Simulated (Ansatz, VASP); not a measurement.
ZnS: VASP beside Ansatz

```
CELL_PARAMETERS angstrom
0.00000 2.72500 2.72500
2.72500 0.00000 2.72500
2.72500 2.72500 0.00000
ATOMIC_POSITIONS crystal
Zn 0.00636 0.00636 0.00636
S 0.25000 0.25000 0.25000
```

Alike in both runs: task single point; functional HSE06; k mesh 4 × 4 × 4; occupations fermi-dirac, width 0.05 eV; no spin polarisation.

```csv
,VASP,Ansatz
version,VASP 6.6.1,Ansatz 0.2.0 development build
potentials or method,"VASP PAW PBE potentials, release 64 (Zn, S)","plane waves, PAW datasets (generated soft set 1)"
plane-wave cutoff (eV),520,420
valence electrons in the cell,18,18
```

|  | VASP | Ansatz | Ansatz less VASP |
| --- | --- | --- | --- |
| gap on the k mesh at the Fermi level (eV) | 3.19 | 3.19 | +0.008 |
| rms of the force components (eV/Å) | 0.220 | 0.220 | 0.0000 |

Atom by atom the forces differ by 0.000 eV/Å (rms over components). Ansatz's warnings: stress exchange threshold loose, stress scf threshold loose.

The k mesh is coarse, so the values compare programs but aren't converged.
